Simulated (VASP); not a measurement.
A run of VASP 6.6.1 is set up as follows.

The input INCAR:

```
PREC = Accurate ; ENCUT = 500
EDIFF = 1E-6 ; ISMEAR = 0
SIGMA = 0.1 ; LREAL = False
LASPH = True ; NELM = 200
ALGO = Normal ; ISIF = 2
LWAVE = False ; LCHARG = True
GGA = PE ; LELF = True
LVHAR = True ; NBANDS = 26
GGA_COMPAT = False ; LMAXMIX = 6
```

File KPOINTS:

```
Automatic mesh
0
Gamma
  20 20 20
```

File POSCAR:

```
DyW2
1.0
   -1.6487537891      1.6487537891      5.4513301363
    1.6487537891     -1.6487537891      5.4513301363
    1.6487537891      1.6487537891     -5.4513301363
Dy W
1 2
Direct
    0.0000000000      0.0000000000      0.0000000000
    0.6908810097      0.6908810097      0.0000000000
    0.3091189903      0.3091189903      0.0000000000
```

Potentials or basis: VASP PAW PBE potentials, release 64 (Dy_3, W_sv), 4f in core.

Run with:

```bash
$ cat potpaw_PBE.64/Dy_3/POTCAR potpaw_PBE.64/W_sv/POTCAR > POTCAR
$ mpirun -np 1 vasp_std > vasp.out
```

Question: What does it give for the largest force?

Answer: 0.019 eV/Å.

Question: Predict the pressure.

Answer: 0.5 GPa.

Question: Estimate the band gap on the k mesh.

Answer: Zero (an odd number of electrons rules out a gap without spin polarisation).

Forces on the atoms (eV/Å):
```
Dy   0.000  0.000  0.000
W    0.000  0.000 -0.019
W    0.000  0.000  0.019
```

Caveat: spin-orbit coupling is left out, which moves the levels of the heavy elements; the 4f electrons are frozen in the core, so they carry no moment and show no levels. Spin polarisation is off, so any magnetic state and its effect on volume and gap are missing.
